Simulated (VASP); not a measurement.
The system is Bi2Se3.

```
CELL_PARAMETERS angstrom
4.41936 0.00000 0.00000
0.00000 4.41936 0.00000
0.00000 0.00000 8.93374
ATOMIC_POSITIONS crystal
Bi 0.50000 0.50000 0.68268
Bi 0.00000 0.00000 0.82156
Se 0.00000 0.00000 0.20582
Se 0.50000 0.00000 0.04947
Se 0.00000 0.50000 0.04947
```

The cell was built from a structure type or drawn by symmetry, and may not be a known phase.

- Program: VASP 6.6.1
- Task: relaxation of cell and atoms
- Functional: PBE
- Potentials or basis: VASP PAW PBE potentials, release 64 (Bi_d, Se)
- Cutoff: 600 eV
- k mesh: 4 × 4 × 2
- Occupations: gaussian, width 0.1 eV
- Spin: no spin polarisation

At the start: pressure 1.8 GPa; volume 34.90 Å³/atom.

Q: Where does the relaxation end?

A: Over 33 steps the energy falls by 80.2 meV/atom and the volume is 39.36 Å³/atom (+12.8 %); space group P4mm (No. 99, to 0.1 Å) before and after.

Step by step:
```
step  energy change (eV)  largest force (eV/Å)  pressure (GPa)  volume (Å³)
   1              0.0000                0.9220            1.82       174.48
   2             -0.1462                0.4756           -0.66       184.65
   3             -0.1518                0.4443           -1.15       187.23
   4             -0.2429                0.2459           -0.42       184.66
   5             -0.2631                0.1472            0.19       182.98
   6             -0.2639                0.1588            0.34       182.61
   7             -0.2639                0.1649            0.40       182.46
   8             -0.2762                0.1987            0.08       184.79
   9             -0.3124                0.5142           -0.73       191.88
  10             -0.3113                0.7795           -1.71       206.57
  11             -0.3250                0.6682           -1.29       199.04
  12             -0.3266                0.6665           -1.29       199.32
  13             -0.3310                0.6573           -1.29       200.15
  14             -0.3389                0.6291           -1.28       201.82
  15             -0.3496                0.5132           -1.23       205.18
  16             -0.3406                0.2993           -1.03       211.99
  17             -0.3525                0.4091           -1.17       206.85
  18             -0.3607                0.3474           -1.02       205.72
  19             -0.3784                0.2258           -0.53       202.35
  20             -0.3797                0.2576            0.57       195.73
  21             -0.3849                0.1818            0.00       198.90
  22             -0.3849                0.1827            0.04       198.74
  23             -0.3862                0.1758            0.03       198.61
  24             -0.3896                0.1588            0.03       198.22
  25             -0.3948                0.1260            0.03       197.44
  26             -0.3990                0.0658            0.03       195.85
  27             -0.3991                0.0630            0.03       195.79
  28             -0.3994                0.0562            0.00       196.02
  29             -0.4001                0.0499           -0.10       196.71
  30             -0.4002                0.0729           -0.14       196.99
  31             -0.4003                0.0682           -0.13       196.98
  32             -0.4007                0.0552           -0.10       196.92
  33             -0.4012                0.0299           -0.03       196.81
```

Final structure:
```cif
data_structure
_symmetry_space_group_name_H-M 'P 1'
_symmetry_Int_Tables_number 1
_cell_length_a 4.4434
_cell_length_b 4.4434
_cell_length_c 9.9682
_cell_angle_alpha 90.000
_cell_angle_beta 90.000
_cell_angle_gamma 90.000
_cell_volume 196.81
loop_
_atom_site_label
_atom_site_type_symbol
_atom_site_fract_x
_atom_site_fract_y
_atom_site_fract_z
_atom_site_occupancy
Bi1 Bi 0.50000 0.50000 0.67093 1
Bi2 Bi 0.00000 0.00000 0.77822 1
Se1 Se 0.00000 0.00000 0.19517 1
Se2 Se 0.50000 0.00000 0.08234 1
Se3 Se 0.00000 0.50000 0.08234 1
```

Caveat: this functional lacks dispersion, which binds the layers, so the pressure and a relaxed spacing across them are unreliable.
